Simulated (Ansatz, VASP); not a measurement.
Two plane-wave programs on ZnO

The input INCAR:

```
SYSTEM = ZnO
ALGO = Normal
EDIFF = 1E-6
ENCUT = 910
GGA = PE
GGA_COMPAT = .False.
ISIF = 2
ISMEAR = -1
LASPH = .True.
LCHARG = .False.
LREAL = .False.
LWAVE = .False.
NBANDS = 26
NELM = 120
PREC = Accurate
SIGMA = 0.03
```

File KPOINTS:

```
k-points
0
Gamma
  8 8 4
  0 0 0
```

Contents of POSCAR:

```
ZnO
1.0
    3.2199992200      0.0000000000      0.0000000000
   -1.6099996100      2.7886011300      0.0000000000
    0.0000000000      0.0000000000      5.2000000000
Zn O
2 2
Direct
    0.3333333300      0.6666666700      0.0000000000
    0.6666666700      0.3333333300      0.5000000000
    0.3333333300      0.6666666700      0.3750000000
    0.6666666700      0.3333333300      0.8750000000
```

Input for Ansatz:

```yaml
crystal:
  lattice:
    - [3.21999922, 0.0, 0.0]
    - [-1.60999961, 2.78860113, 0.0]
    - [0.0, 0.0, 5.2]
  atoms:
    - { symbol: Zn, position: [0.33333333, 0.66666667, 0.0] }
    - { symbol: Zn, position: [0.66666667, 0.33333333, 0.5] }
    - { symbol: O, position: [0.33333333, 0.66666667, 0.375] }
    - { symbol: O, position: [0.66666667, 0.33333333, 0.875] }
hamiltonian:
  xc: pbe
  pseudopotentials: { kind: paw }
basis:
  ecutwfc: 420
kpoints:
  mp_grid: { grid: [8, 8, 4] }
scf:
  occupations: { method: fermi_dirac, width: 0.03 }
  lower_state_search: "off"
output:
  forces: true
  stress: true
```

Alike in both runs: task single point; functional PBE; k mesh 8 × 8 × 4; occupations fermi-dirac, width 0.03 eV; no spin polarisation.

|  | VASP | Ansatz |
| --- | --- | --- |
| version | VASP 6.6.1 | Ansatz 0.2.0 |
| potentials or method | VASP PAW PBE potentials, release 64 (Zn, O_h), cutoff 910 eV | PAW, plane waves, scalar-relativistic |
| valence electrons in the cell | 36 | 36 |

```csv
,VASP,Ansatz,Ansatz less VASP
rms of the force components (eV/Å),0.091,0.087,-0.0035
```

Atom by atom the forces differ by 0.004 eV/Å (rms over components).

Noted on VASP's run: the cutoff is short for stress, so the pressure is rough.
